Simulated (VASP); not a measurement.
Wanted: the native input for a VASP 6.6.1 run.

```
Task                   : relaxation of cell and atoms
Functional             : PBE
Potentials or basis    : VASP PAW PBE potentials, release 64 (Ti_sv, Si)
Cutoff                 : 600 eV
k mesh                 : 4 × 4 × 4
Occupations            : gaussian, width 0.1 eV
Spin                   : no spin polarisation
Dipole correction      : no
Further INCAR settings : ALGO = Fast; EDIFF = 1e-06; IBRION = 2; EDIFFG = -0.04; NSW = 90; ISIF = 3
```

The structure of Ti3Si2 lies in POSCAR:

```
Ti3Si2
1.0
    4.4518305700      0.0000000000      0.0000000000
    0.0000000000      4.4518305700      0.0000000000
    0.0000000000      0.0000000000      4.4518305700
Ti Si
3 2
Direct
    0.0000000000      0.5000000000      0.5000000000
    0.5000000000      0.0000000000      0.5000000000
    0.5000000000      0.5000000000      0.0000000000
    0.5000000000      0.5000000000      0.5000000000
    0.0000000000      0.0000000000      0.0000000000
```

The input as run:

INCAR

```
SYSTEM = Ti3Si2
PREC = Accurate
ENCUT = 600
EDIFF = 1E-6
ISMEAR = 0
SIGMA = 0.1
LREAL = .FALSE.
LASPH = .TRUE.
NELM = 80
ALGO = Fast
ISIF = 3
LWAVE = .FALSE.
LCHARG = .FALSE.
GGA = PE
IBRION = 2
NSW = 90
EDIFFG = -0.04
```

KPOINTS

```
regular mesh
0
G
  4 4 4
  0 0 0
```

Potentials or basis: VASP PAW PBE potentials, release 64 (Ti_sv, Si).

The run is started by

```bash
$ cat potpaw_PBE.64/Ti_sv/POTCAR potpaw_PBE.64/Si/POTCAR > POTCAR
$ mpirun -np 1 vasp_std > vasp.out
```

It gave:

The relaxed volume is 18.88 Å³/atom, the relaxed cell is a = 4.553 Å, b = 4.553 Å, c = 4.553 Å, α = 90.00°, β = 90.00°, γ = 90.00° and the space group after relaxing (to 0.05 Å) is Pm-3m (No. 221). The energy gained by relaxing is 25.3 meV/atom, the ionic steps are 3 and the pressure after relaxing is 0.0 GPa. The band gap on the k mesh is zero (band 22 reaches 7.35 eV, above the bottom of band 23 at 7.10 eV).

It took 2.9 min on 1 thread of Intel Xeon 6975P-C, with other jobs on the host, peak memory 0.22 GiB.
